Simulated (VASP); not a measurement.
Crystal: CS2.

```
C S
1.0
     3.85418    0.00000    0.00000
     0.00000    3.85418    0.00000
     0.00000    0.00000    4.35945
C S
1 2
Direct
  0.00000 0.00000 0.00000
  0.00000 0.50000 0.00000
  0.50000 0.00000 0.00000
```

The cell was built from a structure type or drawn by symmetry, and may not be a known phase.

| Item | Value |
| --- | --- |
| Program | VASP 6.6.1 |
| Task | relaxation of cell and atoms |
| Functional | PBE |
| Dispersion | D3(BJ) |
| Potentials or basis | VASP PAW PBE potentials, release 64 (C, S) |
| Cutoff | 600 eV |
| k mesh | 4 × 4 × 4 |
| Occupations | gaussian, width 0.1 eV |
| Spin | no spin polarisation |

At the start: pressure -1.2 GPa; volume 21.59 Å³/atom.

Q: How do energy, volume and symmetry change on relaxing?

A: Over 18 steps the energy falls by 62.0 meV/atom and the volume is 13.75 Å³/atom (-36.3 %); space group P4/mmm (No. 123, to 0.1 Å) before and after.

Step by step:
```
step  energy change (eV)  largest force (eV/Å)  pressure (GPa)  volume (Å³)
   1              0.0000                0.0000           -1.17        64.76
   2             -0.0065                0.0000           -0.02        63.30
   3             -0.0067                0.0000            0.21        63.02
   4             -0.0121                0.0000            0.21        62.43
   5             -0.0295                0.0000            0.21        60.67
   6             -0.0678                0.0000            0.33        57.15
   7             -0.1117                0.0000            0.80        50.18
   8             -0.1340                0.0000            0.96        47.55
   9             -0.1308                0.0000            2.49        42.33
  10              0.1670                0.0000           31.62        32.01
  11             -0.1365                0.0000            2.67        41.85
  12             -0.0583                0.0000           11.66        36.91
  13             -0.1482                0.0000            3.76        40.73
  14             -0.1455                0.0000            6.21        39.10
  15             -0.1517                0.0000            4.20        40.26
  16             -0.1527                0.0000            4.99        39.73
  17             -0.1779                0.0000           -2.12        42.00
  18             -0.1859                0.0000            0.04        41.24
```

Final structure:
```cif
data_structure
_symmetry_space_group_name_H-M 'P 1'
_symmetry_Int_Tables_number 1
_cell_length_a 3.8587
_cell_length_b 3.8587
_cell_length_c 2.7694
_cell_angle_alpha 90.000
_cell_angle_beta 90.000
_cell_angle_gamma 90.000
_cell_volume 41.24
loop_
_atom_site_label
_atom_site_type_symbol
_atom_site_fract_x
_atom_site_fract_y
_atom_site_fract_z
_atom_site_occupancy
C1 C 0.00000 0.00000 0.00000 1
S1 S 0.00000 0.50000 0.00000 1
S2 S 0.50000 0.00000 0.00000 1
```

Caveat: the k points lie up to 0.57 Å⁻¹ apart in the final cell, too coarse for converged energies and pressures of a metal; the volume moved by over 15 % at a fixed basis, so the end points are rough.
